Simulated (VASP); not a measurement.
The system is LaMg2.

```xyz
6
Lattice="0.0000 4.4050 4.4050 4.4050 0.0000 4.4050 4.4050 4.4050 0.0000" Properties=species:S:1:pos:R:3 pbc="T T T"
La    6.6075    6.6075    6.6075
La    4.4050    4.4050    4.4050
Mg    1.1013    1.1013    1.1013
Mg    1.1013    3.3038    3.3038
Mg    3.3037    3.3037    1.1013
Mg    3.3038    1.1013    3.3037
```

```yaml
Program: VASP 6.6.1
Task: relaxation of cell and atoms
Functional: LDA
Potentials_or_basis: VASP PAW LDA potentials, release 64 (La, Mg)
Cutoff: 600 eV
k_mesh: 8 × 8 × 8
Occupations: gaussian, width 0.1 eV
Spin: no spin polarisation
```

At the start: pressure -3.3 GPa; volume 28.49 Å³/atom.

Problem. Where does the relaxation end?

Solution. Over 3 steps the energy falls by 27.4 meV/atom and the volume is 25.96 Å³/atom (-8.9 %); space group Fd-3m (No. 227, to 0.1 Å) before and after.

Step by step:
| step | energy change (eV) | largest force (eV/Å) | pressure (GPa) | volume (Å³) |
| --- | --- | --- | --- | --- |
| 1 | 0.0000 | 0.0000 | -3.25 | 170.95 |
| 2 | -0.1634 | 0.0000 | -0.33 | 157.03 |
| 3 | -0.1646 | 0.0000 | 0.01 | 155.76 |

Final structure:
```yaml
crystal:
  lattice:
    - [0.00000, 4.27051, 4.27051]
    - [4.27051, 0.00000, 4.27051]
    - [4.27051, 4.27051, 0.00000]
  atoms:
    - { symbol: La, position: [0.75000, 0.75000, 0.75000] }
    - { symbol: La, position: [0.50000, 0.50000, 0.50000] }
    - { symbol: Mg, position: [0.12500, 0.12500, 0.12500] }
    - { symbol: Mg, position: [0.62500, 0.12500, 0.12500] }
    - { symbol: Mg, position: [0.12500, 0.12500, 0.62500] }
    - { symbol: Mg, position: [0.12500, 0.62500, 0.12500] }
```
